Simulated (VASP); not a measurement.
# Sr3Ca (Pm-3m) in VASP: single point with LDA

Aim: the single point of Sr3Ca with LDA.

Everything below comes from runs of VASP 6.6.1. Logs are shortened: lines on timing, memory, paths and dates and some standing lists are left out, and cuts for length are marked.

**1. The cell of the first run**

The structure is cubic, space group Pm-3m (No. 221). The conventional cell has a = 5.685 Å, b = 5.685 Å, c = 5.685 Å, α = 90.00°, β = 90.00°, γ = 90.00°. Sr (site symmetry 4/mmm) has 8 Sr at 4.02 Å and 4 Ca at 4.02 Å within 5.3 Å. Ca (site symmetry m-3m) has 12 Sr at 4.02 Å within 5.3 Å.

**2. Single point, LDA**

Input file INCAR:

```
ALGO = Normal
EDIFF = 1E-7
ENCUT = 520
ISIF = 2
ISMEAR = 1
LASPH = True
LCHARG = True
LELF = True
LREAL = False
LVHAR = True
LWAVE = False
NBANDS = 28
NELM = 80
PREC = Accurate
SIGMA = 0.05
```

Input file KPOINTS:

```
k-points
0
Gamma
  4 4 4
```

Input file POSCAR:

```
Sr3Ca
1.0
    5.6850548574      0.0000000000      0.0000000000
    0.0000000000      5.6850548574      0.0000000000
    0.0000000000      0.0000000000      5.6850548574
Sr Ca
3 1
Direct
    0.0000000000      0.0000000000      0.0000000000
    0.0000000000      0.5000000000      0.5000000000
    0.5000000000      0.0000000000      0.5000000000
    0.5000000000      0.5000000000      0.0000000000
```

Potentials or basis: VASP PAW LDA potentials, release 64 (Sr_sv, Ca_sv).

Launch:

```bash
$ cat potpaw_LDA.64/Sr_sv/POTCAR potpaw_LDA.64/Ca_sv/POTCAR > POTCAR
$ mpirun -np 1 vasp_std > vasp.out
```

OUTCAR:

```text
EDIFF = 1E-7
   ENCUT = 520
   ISIF = 2
   ISMEAR = 1
   LASPH = True
   LREAL = False
   NELM = 80
   PREC = Accurate

 ion  position               nearest neighbor table
   1  0.000  0.000  0.000-   2 4.02   3 4.02   4 4.02   2 4.02   3 4.02   2 4.02   4 4.02   2 4.02
                             3 4.02   4 4.02   3 4.02   4 4.02
   2  0.000  0.500  0.500-   1 4.02   3 4.02   4 4.02   1 4.02   4 4.02   1 4.02   3 4.02   1 4.02
                             3 4.02   4 4.02   4 4.02   3 4.02
   3  0.500  0.000  0.500-   1 4.02   2 4.02   4 4.02   1 4.02   4 4.02   2 4.02   4 4.02   4 4.02
                             1 4.02   2 4.02   1 4.02   2 4.02
   4  0.500  0.500  0.000-   1 4.02   2 4.02   3 4.02   2 4.02   3 4.02   1 4.02   3 4.02   3 4.02
                             1 4.02   2 4.02   2 4.02   1 4.02

  LATTYP: Found a simple cubic cell.
 ALAT       =     5.6850548574

  Lattice vectors:

 A1 = (   5.6850548574,   0.0000000000,   0.0000000000)
 A2 = (   0.0000000000,   5.6850548574,   0.0000000000)
 A3 = (   0.0000000000,   0.0000000000,   5.6850548574)

Analysis of symmetry for initial positions (statically):
=====================================================================
 Subroutine PRICEL returns:
 Original cell was already a primitive cell.

 Routine SETGRP: Setting up the symmetry group for a
 simple cubic supercell.

 Subroutine GETGRP returns: Found 48 space group operations
 (whereof 16 operations were pure point group operations)
 out of a pool of 48 trial point group operations.

The static configuration has the point symmetry D_4h.
 The point group associated with its full space group is O_h .

Analysis of symmetry for dynamics (positions and initial velocities):
=====================================================================
 Subroutine PRICEL returns:
 Original cell was already a primitive cell.

 Routine SETGRP: Setting up the symmetry group for a
 simple cubic supercell.

 Subroutine GETGRP returns: Found 48 space group operations
 (whereof 16 operations were pure point group operations)
 out of a pool of 48 trial point group operations.

The dynamic configuration has the point symmetry D_4h.
 The point group associated with its full space group is O_h .

 Subroutine INISYM returns: Found 48 space group operations
 (whereof 16 operations are pure point group operations),
[... 81 lines left out ...]
   LSORBIT =      F    spin-orbit coupling
   LASPH  =      T    aspherical Exc in radial PAW
   ENCUT  =  520.0 eV  38.22 Ry    6.18 a.u.  10.57 10.57 10.57*2*pi/ulx,y,z
   NELM   =     80;   NELMIN=  2; NELMDL= -5     # of ELM steps
   EDIFF  = 0.1E-06   stopping-criterion for ELM
   LREAL  =      F    real-space projection
   EDIFFG = 0.1E-05   stopping-criterion for IOM
   NSW    =      0    number of steps for IOM
   IBRION =     -1    ionic relax: 0-MD 1-quasi-New 2-CG
   NFREE  =      0    steps in history (QN), initial steepest desc. (CG)
   ISIF   =      2    stress and relaxation
   ISYM   =      2    0-nonsym 1-usesym 2-fastsym
   POTIM  = 0.5000    time-step for ionic-motion
   TEBEG  =    0.0;   TEEND  =   0.0 temperature during run
   PSTRESS=    0.0 pullay stress
   NELECT =      40.0000    total number of electrons
   NUPDOWN=      -1.0000    fix difference up-down
   EMIN   =  10.00;   EMAX   =-10.00  energy-range for DOS
   EFERMI =   0.00;   METHOD = LEGACY
   ISMEAR =     1;   SIGMA  =   0.05  broadening in eV -4-tet -1-fermi 0-gaus
   EFERMI_NEDOS =   21; number of points for ismear=-14 and -15
   IALGO  =     38    algorithm
   IMIX   =      4    mixing-type and parameters
     AMIX     =   0.40;   BMIX     =  1.00
     AMIX_MAG =   1.60;   BMIX_MAG =  1.00
  volume/ion in A,a.u.               =      45.94       309.98
  Fermi-wavevector in a.u.,A,eV,Ry     =   0.984828  1.861054 13.196089  0.969885
  Thomas-Fermi vector in A             =   2.116089
   LORBIT       =      0    0 simple, 1 ext, 2 COOP (PROOUT), +10 PAW based schemes
   GGA     = CA    functional components
   LHFCALC =     F    Hartree Fock is set to
   AEXX    =    0.0000 exact exchange contribution
   IVDW    =     0    specifies the selected vdW correction
   LEPSILON=     F    determine dielectric tensor
   LRPA    =     F    only Hartree local field effects (RPA)
 non-spin polarized calculation
 Methfessel and Paxton  Order N= 1 SIGMA  =   0.05
  energy-cutoff  :      520.00
  volume of cell :      183.74
 maximum number of plane-waves:      4972
   NGX = 21   NGY = 21   NGZ = 21

 number of electron      40.0000001 magnetization

 Free energy of the ion-electron system (eV)
  ---------------------------------------------------
  ext. energy  EPLUGINS =         0.00000000
  ---------------------------------------------------
  free energy    TOTEN  =        -7.88203388 eV

  energy without entropy =       -7.88044508  energy(sigma->0) =       -7.88150428

 E-fermi :   1.9939     XC(G=0):  -8.0313

 val. band max:        1.8255780137   @ k =   0.5000   0.0000   0.0000
 cond. band min:       2.0141218098   @ k =   0.5000   0.2500   0.2500
 fundamental gap:      0.1885437961
 Fermi energy:         1.9939427938

 k-point     1 :       0.0000    0.0000    0.0000
  band No.  band energies     occupation
      1     -39.7483      2.00000
      2     -34.1991      2.00000
      3     -34.1661      2.00000
      4     -34.1661      2.00000
      5     -21.0358      2.00000
      6     -21.0358      2.00000
[... 299 lines left out ...]
     27       4.0661      0.00000
     28       4.0687      0.00000

------------------------ aborting loop because EDIFF is reached ----------------------------------------

  FORCE on cell =-STRESS in cart. coord.  units (eV):
  Direction    XX          YY          ZZ          XY          YZ          ZX
  --------------------------------------------------------------------------------------
  -------------------------------------------------------------------------------------
  Total       -0.0347877     -0.0347877     -0.0347877     -0.0000000     -0.0000000      0.0000000
  in kB       -0.3033422     -0.3033422     -0.3033422     -0.0000000     -0.0000000      0.0000000
  external PRESSURE =      -0.3033422 kB  Pullay stress =       0.0000000 kB

 VOLUME and BASIS-vectors are now :
 -----------------------------------------------------------------------------
  energy-cutoff  :      520.00
  volume of cell :      183.74
      direct lattice vectors                 reciprocal lattice vectors
     5.685054857  0.000000000  0.000000000     0.175899798  0.000000000  0.000000000
     0.000000000  5.685054857  0.000000000     0.000000000  0.175899798  0.000000000
     0.000000000  0.000000000  5.685054857     0.000000000  0.000000000  0.175899798

 POSITION                                       TOTAL-FORCE (eV/Angst)
 -----------------------------------------------------------------------------------
      0.00000      0.00000      0.00000         0.000000      0.000000      0.000000
      0.00000      2.84253      2.84253         0.000000      0.000000      0.000000
      2.84253      0.00000      2.84253         0.000000      0.000000      0.000000
      2.84253      2.84253      0.00000         0.000000      0.000000      0.000000
 -----------------------------------------------------------------------------------
    total drift:                                0.000000     -0.000000     -0.000000

  FREE ENERGIE OF THE ION-ELECTRON SYSTEM (eV)
  ---------------------------------------------------
  free  energy   TOTEN  =        -7.8820338825 eV

  energy  without entropy=       -7.8804450776  energy(sigma->0) =       -7.88150428
```

stdout:

```text
POSCAR found type information on POSCAR SrCa
 POSCAR found :  2 types and       4 ions
 scaLAPACK will be used
 LDA part: xc-table for (Slater(with rela. corr.)+CA(PZ))
 , standard interpolation
 POSCAR, INCAR and KPOINTS ok, starting setup
 FFT: planning ... GRIDC
 FFT: planning ... GRID_SOFT
 FFT: planning ... GRID
 WAVECAR not read
 entering main loop
```

It took 47 s on 1 thread of Intel Xeon Platinum 8375C at 2.90GHz (Ice Lake), shared host; peak memory 0.23 GiB.

Results:

```
Free energy            : -7.8820 eV
Pressure               : 0.0 GPa
Band gap on the k mesh : zero (band 20 reaches 2.06 eV, above the bottom of band 21 at 2.01 eV)
```

Levels at points of the mesh, in eV from the Fermi level:
```csv
k point,band 16,band 17,band 18,band 19,band 20,band 21,band 22,band 23,band 24,band 25
"(0.00, 0.00, 0.00)",-18.17,-3.99,-1.00,-0.75,-0.75,0.16,0.16,0.16,1.28,1.28
"(0.50, 0.00, 0.00)",-18.20,-2.58,-2.58,-0.17,0.06,0.49,0.49,0.74,0.74,1.00
"(0.50, 0.50, 0.00)",-18.18,-1.53,-1.47,-1.47,-1.25,0.56,0.88,0.89,0.89,1.17
"(0.50, 0.50, 0.50)",-18.18,-1.53,-1.19,-1.19,-1.19,0.11,0.11,0.11,0.40,1.95
```
